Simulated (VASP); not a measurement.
# In (I4/mmm) in VASP: notebook, part 2 of 2

VASP 6.6.1.

## (4) Relaxation of shape and atoms at fixed volume, PBE (26.67 Å³/atom)

This run uses another cell than the first one, of 26.67 Å³/atom.

The input, INCAR:

```
PREC = Accurate
ENCUT = 600
EDIFF = 1E-7
ISMEAR = 0
SIGMA = 0.1
LREAL = F
LASPH = T
NELM = 80
ALGO = Fast
ISIF = 4
LWAVE = F
LCHARG = F
GGA = PE
IBRION = 2
NSW = 50
EDIFFG = -0.01
```

The input, KPOINTS:

```
Automatic mesh
0
Gamma
  18 18 18
```

The input, POSCAR:

```
In
1.0
   -1.6779738611      1.6779738611      2.3680846090
    1.6779738611     -1.6779738611      2.3680846090
    1.6779738611      1.6779738611     -2.3680846090
In
1
Direct
    0.0000000000      0.0000000000      0.0000000000
```

Potentials or basis: VASP PAW PBE potentials, release 64 (In_d).

Command:

```sh
$ cat potpaw_PBE.64/In_d/POTCAR > POTCAR
$ mpirun -np 1 vasp_std > vasp.out
```

OUTCAR:

```text
PREC = Accurate
   ENCUT = 600
   EDIFF = 1E-7
   ISMEAR = 0
   LREAL = F
   LASPH = T
   NELM = 80
   ISIF = 4
   GGA = PE
   IBRION = 2
   NSW = 50
   EDIFFG = -0.01

 ion  position               nearest neighbor table
   1  0.000  0.000  0.000-

  LATTYP: Found a body centered tetragonal cell.
 ALAT       =     3.3559477222
 C/A-ratio  =     1.4112762206

  Lattice vectors:

 A1 = (  -1.6779738611,   1.6779738611,   2.3680846090)
 A2 = (   1.6779738611,  -1.6779738611,   2.3680846090)
 A3 = (   1.6779738611,   1.6779738611,  -2.3680846090)

Analysis of symmetry for initial positions (statically):
=====================================================================
 Subroutine PRICEL returns:
 Original cell was already a primitive cell.

 Routine SETGRP: Setting up the symmetry group for a
 body centered tetragonal supercell.

 Subroutine GETGRP returns: Found 16 space group operations
 (whereof 16 operations were pure point group operations)
 out of a pool of 16 trial point group operations.

The static configuration has the point symmetry D_4h.

Analysis of symmetry for dynamics (positions and initial velocities):
=====================================================================
 Subroutine PRICEL returns:
 Original cell was already a primitive cell.

 Routine SETGRP: Setting up the symmetry group for a
 body centered tetragonal supercell.

 Subroutine GETGRP returns: Found 16 space group operations
 (whereof 16 operations were pure point group operations)
 out of a pool of 16 trial point group operations.

The dynamic configuration has the point symmetry D_4h.

 Subroutine INISYM returns: Found 16 space group operations
 (whereof 16 operations are pure point group operations),
 and found     1 'primitive' translations

----------------------------------------------------------------------------------------

                                     Primitive cell

  volume of cell :      26.6703

  direct lattice vectors                    reciprocal lattice vectors
    -1.677973861  1.677973861  2.368084609     0.000000000  0.297978420  0.211141105
     1.677973861 -1.677973861  2.368084609     0.297978420  0.000000000  0.211141105
     1.677973861  1.677973861 -2.368084609     0.297978420  0.297978420  0.000000000

  length of vectors
     3.352464358  3.352464358  3.352464358     0.365200910  0.365200910  0.421405123

  position of ions in fractional coordinates (direct lattice)
     0.000000000  0.000000000  0.000000000

  ion indices of the primitive-cell ions
   primitive index   ion index
                 1           1

----------------------------------------------------------------------------------------

 KPOINTS: Automatic mesh

Automatic generation of k-mesh.
 Grid dimensions read from file:
 generate k-points for:   18   18   18

 Generating k-lattice:

  Cartesian coordinates                     Fractional coordinates (reciprocal lattice)
     0.000000000  0.016554357  0.011730061     0.055555556  0.000000000 -0.000000000
     0.016554357  0.000000000  0.011730061     0.000000000  0.055555556 -0.000000000
     0.016554357  0.016554357  0.000000000     0.000000000  0.000000000  0.055555556

  Length of vectors
     0.020288939  0.020288939  0.023411396

  Shift w.r.t. Gamma in fractional coordinates (k-lattice)
     0.000000000  0.000000000  0.000000000

 Subroutine IBZKPT returns following result:
 ===========================================

 Found    480 irreducible k-points:

 Following reciprocal coordinates:
            Coordinates               Weight
  0.000000  0.000000  0.000000      1.000000
  0.055556 -0.000000  0.000000      8.000000
  0.111111 -0.000000  0.000000      8.000000
  0.166667 -0.000000  0.000000      8.000000
  0.222222 -0.000000  0.000000      8.000000
  0.277778  0.000000 -0.000000      8.000000
[... 16 lines left out ...]
 -0.277778  0.055556  0.000000     16.000000
 -0.222222  0.055556 -0.000000     16.000000
 [... further k-points ...]
   k-points           NKPTS =    480   k-points in BZ     NKDIM =    480   number of bands    NBANDS=     10
   number of dos      NEDOS =    301   number of ions     NIONS =      1
   total plane-waves  NPLWV =  21952
   dimension x,y,z NGX =    28 NGY =   28 NGZ =   28
   dimension x,y,z NGXF=    56 NGYF=   56 NGZF=   56
   ions per type =               1
   NGX,Y,Z   is equivalent  to a cutoff of  13.88, 13.88, 13.88 a.u.
   NGXF,Y,Z  is equivalent  to a cutoff of  27.77, 27.77, 27.77 a.u.
 SYSTEM =  unknown system
   PREC   = accura    normal or accurate (medium, high low for compatibility)
   ISTART =      0    job   : 0-new  1-cont  2-samecut
   ICHARG =      2    charge: 1-file 2-atom 10-const
   ISPIN  =      1    spin polarized calculation?
   LNONCOLLINEAR =      F non collinear calculations
   LSORBIT =      F    spin-orbit coupling
   LASPH  =      T    aspherical Exc in radial PAW
   ENCUT  =  600.0 eV  44.10 Ry    6.64 a.u.   6.70  6.70  6.70*2*pi/ulx,y,z
   NELM   =     80;   NELMIN=  2; NELMDL= -5     # of ELM steps
   EDIFF  = 0.1E-06   stopping-criterion for ELM
   LREAL  =      F    real-space projection
   EDIFFG = -.1E-01   stopping-criterion for IOM
   NSW    =     50    number of steps for IOM
   IBRION =      2    ionic relax: 0-MD 1-quasi-New 2-CG
   NFREE  =      1    steps in history (QN), initial steepest desc. (CG)
   ISIF   =      4    stress and relaxation
   ISYM   =      2    0-nonsym 1-usesym 2-fastsym
   POTIM  = 0.5000    time-step for ionic-motion
   TEBEG  =    0.0;   TEEND  =   0.0 temperature during run
   PSTRESS=    0.0 pullay stress
   NELECT =      13.0000    total number of electrons
   NUPDOWN=      -1.0000    fix difference up-down
   EMIN   =  10.00;   EMAX   =-10.00  energy-range for DOS
   EFERMI =   0.00;   METHOD = LEGACY
   ISMEAR =     0;   SIGMA  =   0.10  broadening in eV -4-tet -1-fermi 0-gaus
   EFERMI_NEDOS =   21; number of points for ismear=-14 and -15
   IALGO  =     68    algorithm
   IMIX   =      4    mixing-type and parameters
     AMIX     =   0.40;   BMIX     =  1.00
     AMIX_MAG =   1.60;   BMIX_MAG =  1.00
  volume/ion in A,a.u.               =      26.67       179.98
  Fermi-wavevector in a.u.,A,eV,Ry     =   1.288388  2.434701 22.584913  1.659944
  Thomas-Fermi vector in A             =   2.420345
   LORBIT       =      0    0 simple, 1 ext, 2 COOP (PROOUT), +10 PAW based schemes
   GGA     = PE    functional components
   LHFCALC =     F    Hartree Fock is set to
   AEXX    =    0.0000 exact exchange contribution
   IVDW    =     0    specifies the selected vdW correction
   LEPSILON=     F    determine dielectric tensor
   LRPA    =     F    only Hartree local field effects (RPA)
 conjugate gradient relaxation of ions
 non-spin polarized calculation
 RMM-DIIS sequential band-by-band and
 Gauss-broadening in eV      SIGMA  =   0.10
  energy-cutoff  :      600.00
  volume of cell :       26.67
 maximum number of plane-waves:       911
   NGX = 13   NGY = 13   NGZ = 13

 number of electron      13.0000002 magnetization

 Free energy of the ion-electron system (eV)
  ---------------------------------------------------
  ext. energy  EPLUGINS =         0.00000000
  ---------------------------------------------------
  free energy    TOTEN  =        -2.55933721 eV

  energy without entropy =       -2.55705819  energy(sigma->0) =       -2.55819770

 E-fermi :   7.3113     XC(G=0): -10.1622

 val. band max:        7.3007479146   @ k =   0.2778   0.2778   0.1111
 cond. band min:       7.3138222547   @ k =  -0.3889  -0.4444   0.2222
 fundamental gap:      0.0130743400
 Fermi energy:         7.3113341074

 k-point     1 :       0.0000    0.0000    0.0000
  band No.  band energies     occupation
      1      -7.3092      2.00000
      2      -7.3092      2.00000
      3      -7.3067      2.00000
      4      -7.1474      2.00000
      5      -7.1446      2.00000
      6      -2.1056      2.00000
      7      17.7042      0.00000
      8      17.7094      0.00000
      9      17.7096      0.00000
     10      18.7841      0.00000
[... 287 lines left out ...]
 k-point    24 :      -0.2222    0.0556   -0.0000
  band No.  band energies     occupation
      1      -7.3282      2.00000
      2      -7.2649      2.00000
      3      -7.2584      2.00000
      4      -7.1534      2.00000
      5      -7.1121      2.00000
      6      -1.1420      2.00000
      7      11.9419      0.00000
      8      15.8063      0.00000
      9      16.7119      0.00000
     10      18.7388      0.00000

 [... further k-points ...]

------------------------ aborting loop because EDIFF is reached ----------------------------------------

  FORCE on cell =-STRESS in cart. coord.  units (eV):
  Direction    XX          YY          ZZ          XY          YZ          ZX
  --------------------------------------------------------------------------------------
  -------------------------------------------------------------------------------------
  Total        0.1895281      0.1895281      0.1941384      0.0000000     -0.0000000      0.0000000
  in kB       11.3856202     11.3856202     11.6625753      0.0000000     -0.0000000      0.0000000
  external PRESSURE =      11.4779386 kB  Pullay stress =       0.0000000 kB

 VOLUME and BASIS-vectors are now :
 -----------------------------------------------------------------------------
  energy-cutoff  :      600.00
  volume of cell :       26.67
      direct lattice vectors                 reciprocal lattice vectors
    -1.677973861  1.677973861  2.368084609     0.000000000  0.297978420  0.211141105
     1.677973861 -1.677973861  2.368084609     0.297978420  0.000000000  0.211141105
     1.677973861  1.677973861 -2.368084609     0.297978420  0.297978420  0.000000000

 POSITION                                       TOTAL-FORCE (eV/Angst)
 -----------------------------------------------------------------------------------
      0.00000      0.00000      0.00000         0.000000      0.000000      0.000000
 -----------------------------------------------------------------------------------
    total drift:                               -0.000000     -0.000000     -0.000000

  FREE ENERGIE OF THE ION-ELECTRON SYSTEM (eV)
  ---------------------------------------------------
  free  energy   TOTEN  =        -2.5593372115 eV

  energy  without entropy=       -2.5570581854  energy(sigma->0) =       -2.55819770

 reached required accuracy - stopping structural energy minimisation
```

OSZICAR:

```text
N       E                     dE             d eps       ncg     rms          rms(c)
DAV:   1     0.739751117124E+02    0.73975E+02   -0.70617E+03  9614   0.179E+03
DAV:   2     0.313371621603E+00   -0.73662E+02   -0.72709E+02  9720   0.301E+02
DAV:   3    -0.251845472062E+01   -0.28318E+01   -0.28159E+01 11082   0.668E+01
DAV:   4    -0.258255303803E+01   -0.64098E-01   -0.64075E-01 12050   0.102E+01
DAV:   5    -0.258533936351E+01   -0.27863E-02   -0.27862E-02 11618   0.175E+00    0.220E+00
RMM:   6    -0.256355115604E+01    0.21788E-01   -0.35505E-02  9653   0.351E+00    0.117E+00
RMM:   7    -0.255933869404E+01    0.42125E-02   -0.14728E-02  9604   0.184E+00    0.248E-01
RMM:   8    -0.255922813433E+01    0.11056E-03   -0.22345E-03 10019   0.980E-01    0.526E-02
RMM:   9    -0.255931612711E+01   -0.87993E-04   -0.84259E-04 11090   0.372E-01    0.499E-02
RMM:  10    -0.255932487352E+01   -0.87464E-05   -0.25653E-04 10147   0.357E-01    0.582E-03
RMM:  11    -0.255933482945E+01   -0.99559E-05   -0.12327E-04 12041   0.138E-01    0.117E-02
RMM:  12    -0.255933827766E+01   -0.34482E-05   -0.23358E-05 10833   0.691E-02    0.354E-02
RMM:  13    -0.255933699436E+01    0.12833E-05   -0.79935E-06  9789   0.575E-02    0.175E-02
RMM:  14    -0.255933714697E+01   -0.15260E-06   -0.43304E-06 10830   0.278E-02    0.433E-03
RMM:  15    -0.255933721466E+01   -0.67693E-07   -0.10110E-06  9828   0.121E-02    0.211E-03
RMM:  16    -0.255933721153E+01    0.31293E-08   -0.16488E-07  6705   0.559E-03
   1 F= -.25593372E+01 E0= -.25581977E+01  d E =-.255934E+01
```

Wall time 4.5 min (1 thread of Intel Xeon 8259CL, shared host); peak memory 0.29 GiB.

Results:

- Free energy: -2.5593 eV
- Pressure after relaxing: 1.1 GPa
- Band gap on the k mesh: zero (an odd number of electrons rules out a gap without spin polarisation)

Final structure:
```cif
data_structure
_symmetry_space_group_name_H-M 'P 1'
_symmetry_Int_Tables_number 1
_cell_length_a 3.3525
_cell_length_b 3.3525
_cell_length_c 3.3525
_cell_angle_alpha 119.931
_cell_angle_beta 119.931
_cell_angle_gamma 90.119
_cell_volume 26.67
loop_
_atom_site_label
_atom_site_type_symbol
_atom_site_fract_x
_atom_site_fract_y
_atom_site_fract_z
_atom_site_occupancy
In1 In 0.00000 0.00000 0.00000 1
```

Levels at points of the mesh, in eV from the Fermi level:
| k point | band 2 | band 3 | band 4 | band 5 | band 6 | band 7 | band 8 | band 9 | band 10 |
| --- | --- | --- | --- | --- | --- | --- | --- | --- | --- |
| (0.00, 0.00, 0.00) | -14.62 | -14.62 | -14.46 | -14.46 | -9.42 | 10.39 | 10.40 | 10.40 | 11.47 |
| (0.50, 0.00, 0.00) | -14.61 | -14.61 | -14.31 | -14.31 | -4.32 | -3.30 | 8.26 | 8.30 | 10.80 |
| (0.50, 0.50, 0.00) | -14.74 | -14.32 | -14.27 | -14.27 | -2.16 | -2.14 | 3.99 | 4.01 | 7.28 |
| (0.50, 0.50, 0.50) | -14.74 | -14.32 | -14.27 | -14.27 | -2.14 | -2.11 | 3.97 | 3.97 | 7.25 |

Caveat: the relaxation stopped at its first step, so nothing moved; spin-orbit coupling is left out, which moves the levels of the heavy elements.

## (5) Relaxation of shape and atoms at fixed volume, PBE (28.32 Å³/atom)

This run uses another cell than the first one, of 28.32 Å³/atom.

INCAR is that of step 4.

KPOINTS is that of step 4.

The input, POSCAR:

```
In
1.0
   -1.7118814585      1.7118814585      2.4159375948
    1.7118814585     -1.7118814585      2.4159375948
    1.7118814585      1.7118814585     -2.4159375948
In
1
Direct
    0.0000000000      0.0000000000      0.0000000000
```

Command:

```sh
$ cat potpaw_PBE.64/In_d/POTCAR > POTCAR
$ mpirun -np 1 vasp_std > vasp.out
```

Wall time 3.6 min (1 thread of Intel Xeon 8259CL, shared host); peak memory 0.3 GiB.

Results (log left out):

```
Free energy             : -2.5598 eV
Pressure after relaxing : -1.0 GPa
Band gap on the k mesh  : zero (an odd number of electrons rules out a gap without spin polarisation)
```

Final structure:
```xyz
1
Lattice="-1.7119 1.7119 2.4159 1.7119 -1.7119 2.4159 1.7119 1.7119 -2.4159" Properties=species:S:1:pos:R:3 pbc="T T T"
In    0.0000    0.0000    0.0000
```

Levels at points of the mesh, in eV from the Fermi level:
```
           k point  band 4  band 5  band 6  band 7  band 8  band 9
(0.00, 0.00, 0.00)  -14.42  -14.42   -9.01    9.87    9.87    9.87
(0.50, 0.00, 0.00)  -14.29  -14.29   -4.27   -3.04    7.86    7.90
(0.50, 0.50, 0.00)  -14.26  -14.26   -2.25   -1.97    3.88    3.89
(0.50, 0.50, 0.50)  -14.26  -14.26   -2.22   -1.95    3.85    3.85
```

Caveat: the relaxation stopped at its first step, so nothing moved; spin-orbit coupling is left out, which moves the levels of the heavy elements.

## (6) The runs side by side

| cell | gap on the mesh (eV) | pressure (GPa) |
| --- | --- | --- |
| relaxed from a = 3.282 Å, angles 119.9, 119.9, 90.1°, 1 atom | none | 4.3 |
| relaxed from a = 3.318 Å, angles 119.9, 119.9, 90.1°, 1 atom | none | 2.6 |
| relaxed from a = 3.352 Å, angles 119.9, 119.9, 90.1°, 1 atom | none | 1.1 |
| relaxed from a = 3.420 Å, angles 119.9, 119.9, 90.1°, 1 atom | none | -1.0 |

Alike in all rows: task relaxation of shape and atoms at fixed volume; level PBE; potentials or basis VASP PAW PBE potentials, release 64 (In_d); no spin polarisation; k mesh 18 × 18 × 18; cutoff (eV) 600; smearing gaussian 0.1 eV.

Caveats: the relaxation stopped at its first step, so nothing moved; spin-orbit coupling is left out, which moves the levels of the heavy elements.

Total energies depend on the potentials used, so only differences within one code and one set of settings carry meaning.
